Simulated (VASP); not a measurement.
## Sn4Se5: single point with PBE

Sn4Se5, a slab with vacuum:

```
CELL_PARAMETERS angstrom
4.28621 0.00000 0.00000
-2.14311 3.71197 0.00000
0.00000 0.00000 20.99872
ATOMIC_POSITIONS crystal
Se 0.33333 0.66667 0.16668
Se 0.00000 0.00000 0.33334
Se 0.66667 0.33333 0.50000
Se 0.33333 0.66667 0.66666
Se 0.00000 0.00000 0.83332
Sn 0.66667 0.33333 0.25001
Sn 0.33333 0.66667 0.41667
Sn 0.00000 0.00000 0.58333
Sn 0.66667 0.33333 0.74999
```

```
Program                : VASP 6.6.1
Task                   : single point
Functional             : PBE
Potentials or basis    : VASP PAW PBE potentials, release 64 (Se, Sn_d)
Cutoff                 : 520 eV
k mesh                 : 9 × 9 × 1
Occupations            : gaussian, width 0.05 eV
Spin                   : no spin polarisation
Dipole correction      : yes
Further INCAR settings : ALGO = Normal; EDIFF = 1e-06; NBANDS = 53
```

* Largest force: 1.897 eV/Å
* Band gap on the k mesh: zero (bands 43 and 44 overlap by 0.08 eV)

Forces on the atoms (eV/Å):
```
Se   0.000  0.000  1.622
Se   0.000  0.000  0.555
Se   0.000  0.000  0.000
Se   0.000  0.000 -0.555
Se   0.000  0.000 -1.622
Sn   0.000  0.000 -1.897
Sn   0.000  0.000 -0.241
Sn   0.000  0.000  0.241
Sn   0.000  0.000  1.897
```

Levels at points of the mesh, in eV from the Fermi level:
```tsv
k point	band 39	band 40	band 41	band 42	band 43	band 44	band 45	band 46	band 47	band 48
(0.00, 0.00, 0.00)	-0.44	-0.44	-0.44	-0.44	-0.22	0.50	0.89	1.65	1.65	1.75
```

Wall time 12 min on 1 thread of AMD EPYC 7R13 (shared host), peak memory 0.49 GiB.

Caveat: spin-orbit coupling is left out, which moves the levels of the heavy elements.
